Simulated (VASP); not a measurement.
Input of a VASP 6.6.1 run:

Contents of INCAR:

```
SYSTEM = Ag3Sb2
PREC = Accurate ; ENCUT = 500
EDIFF = 1E-6 ; ISMEAR = 0
SIGMA = 0.2 ; LREAL = .FALSE.
LASPH = .TRUE. ; NELM = 120
ALGO = Normal ; ISIF = 2
LWAVE = .FALSE. ; LCHARG = .TRUE.
GGA = PE ; LELF = .TRUE.
LVHAR = .TRUE. ; NBANDS = 30
GGA_COMPAT = .FALSE.
```

Contents of KPOINTS:

```
Automatic mesh
0
G
  4 4 2
  0 0 0
```

File POSCAR:

```
Ag3Sb2
1.0
    3.9016125510      0.0000000000      0.0000000000
    0.0000000000      3.9016125510      0.0000000000
    0.0000000000      0.0000000000      8.1008443044
Ag Sb
3 2
Direct
    0.5000000000      0.5000000000      0.6664868745
    0.5000000000      0.5000000000      0.3335131255
    0.5000000000      0.5000000000      0.0000000000
    0.0000000000      0.0000000000      0.0000000000
    0.0000000000      0.0000000000      0.5000000000
```

Potentials or basis: VASP PAW PBE potentials, release 64 (Ag, Sb).

Run with:

```sh
$ cat potpaw_PBE.64/Ag/POTCAR potpaw_PBE.64/Sb/POTCAR > POTCAR
$ mpirun -np 1 vasp_std > vasp.out
```

Q: What does it give for the pressure?

A: -0.1 GPa.

Q: What does it give for the band gap on the k mesh?

A: Zero (an odd number of electrons rules out a gap without spin polarisation).

Q: Estimate the largest force.

A: 0.005 eV/Å.

Forces in eV/Å, atoms in the order of the input:
```
Ag   0.000  0.000 -0.005
Ag   0.000  0.000  0.005
Ag   0.000  0.000  0.000
Sb   0.000  0.000  0.000
Sb   0.000  0.000  0.000
```

Caveat: the k points lie up to 0.40 Å⁻¹ apart, too coarse for converged energies and pressures of a metal; spin-orbit coupling is left out, which moves the levels of the heavy elements.
